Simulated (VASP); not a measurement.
Al2O3: relaxation of cell and atoms with LDA

Al2O3:

```xyz
5
Lattice="2.8843 0.0000 0.0000 -1.4422 2.4979 0.0000 0.0000 0.0000 9.3368" Properties=species:S:1:pos:R:3 pbc="T T T"
Al    0.0000    0.0000    1.4004
Al    0.0000    0.0000    7.9363
O     0.0000    1.6653    2.0757
O     1.4422    0.8326    0.0000
O     0.0000    1.6653    7.2610
```

| Item | Value |
| --- | --- |
| Program | VASP 6.6.1 |
| Task | relaxation of cell and atoms |
| Functional | LDA |
| Potentials or basis | VASP PAW LDA potentials, release 64 (Al, O) |
| Cutoff | 600 eV |
| k mesh | 12 × 12 × 2 |
| Occupations | gaussian, width 0.01 eV |
| Spin | no spin polarisation |
| Dipole correction | no |
| Further INCAR settings | ALGO = Normal; EDIFF = 1e-06; IBRION = 2; EDIFFG = -0.005; NSW = 80; ISIF = 3 |

```json
{
  "Relaxed volume": "10.21 Å³/atom",
  "Relaxed cell": "a = 2.842 Å, b = 2.842 Å, c = 7.295 Å, α = 90.00°, β = 90.00°, γ = 120.00°",
  "Space group after relaxing (to 0.05 Å)": "P-6m2 (No. 187)",
  "Energy gained by relaxing": "21.7 meV/atom",
  "Ionic steps": "44",
  "Pressure after relaxing": "0.0 GPa",
  "Largest force after relaxing": "0.004 eV/Å",
  "Band gap on the k mesh": "4.75 eV, indirect (least direct gap 4.92 eV)"
}
```

Forces on the atoms (eV/Å):
```
Al   0.000  0.000 -0.002
Al   0.000  0.000  0.002
O    0.000  0.000 -0.004
O    0.000  0.000  0.000
O    0.000  0.000  0.004
```

The path:
| step | energy change (eV) | largest force (eV/Å) | pressure (GPa) | volume (Å³) |
| --- | --- | --- | --- | --- |
| 1 | 0.0000 | 0.5014 | -6.60 | 67.27 |
| 3 | -0.0602 | 0.3680 | -0.42 | 64.80 |
| 5 | -0.0652 | 0.0219 | -0.11 | 64.45 |
| 7 | -0.0653 | 0.0426 | 0.13 | 64.32 |
| 9 | -0.0654 | 0.0451 | 0.09 | 64.27 |
| 11 | -0.0655 | 0.0758 | -0.07 | 64.02 |
| 13 | -0.0657 | 0.0508 | -0.02 | 64.10 |
| 15 | -0.0662 | 0.0554 | -0.10 | 63.95 |
| 17 | -0.0680 | 0.0730 | -0.38 | 63.35 |
| 19 | -0.0705 | 0.3064 | -1.38 | 60.92 |
| 21 | -0.0708 | 0.3096 | -1.40 | 60.79 |
| 23 | -0.0724 | 0.3177 | -1.51 | 60.21 |
| 25 | -0.0795 | 0.3351 | -1.72 | 57.90 |
| 27 | -0.0598 | 0.3446 | 0.94 | 48.60 |
| 29 | -0.0860 | 0.4428 | 0.51 | 51.27 |
| 31 | -0.0841 | 0.4507 | 0.67 | 50.91 |
| 33 | -0.0859 | 0.3823 | 0.45 | 50.22 |
| 35 | -0.0979 | 0.2369 | 0.13 | 50.51 |
| 37 | -0.1079 | 0.1302 | -0.51 | 51.08 |
| 39 | -0.1087 | 0.0031 | 0.08 | 51.02 |
| 41 | -0.1087 | 0.0095 | 0.04 | 51.02 |
| 43 | -0.1087 | 0.0060 | 0.03 | 51.03 |
| 44 | -0.1087 | 0.0042 | -0.02 | 51.05 |

Final structure:
```xyz
5
Lattice="2.8424 0.0000 0.0000 -1.4212 2.4616 0.0000 0.0000 0.0000 7.2954" Properties=species:S:1:pos:R:3 pbc="T T T"
Al    0.0000    0.0000    1.3735
Al    0.0000    0.0000    5.9219
O     0.0000    1.6411    2.0406
O     1.4212    0.8205    0.0000
O     0.0000    1.6411    5.2549
```

Levels at points of the mesh, in eV from the valence-band top:
| k point | band 9 | band 10 | band 11 | band 12 | band 13 | band 14 | band 15 | band 16 |
| --- | --- | --- | --- | --- | --- | --- | --- | --- |
| (0.00, 0.00, 0.00) | -1.44 | -0.83 | -0.83 | -0.16 | 4.75 | 7.55 | 8.56 | 11.39 |
| (0.50, 0.00, 0.00) | -2.18 | -1.32 | -1.00 | -0.89 | 7.61 | 8.70 | 9.03 | 11.26 |
| (0.00, 0.00, 0.50) | -1.46 | -0.86 | -0.82 | -0.82 | 5.25 | 7.24 | 8.25 | 12.00 |
| (0.50, 0.00, 0.50) | -2.22 | -1.30 | -1.25 | -0.58 | 7.72 | 8.69 | 9.20 | 10.16 |

It took 30 min on 1 thread of AMD EPYC 7R43 64-Core Processor (Zen 3) (shared host), peak memory 0.16 GiB.

Caveat: the volume moved by over 15 % at a fixed basis, so the end points are rough. LDA gaps usually lie below the measured ones, often by a third to a half.
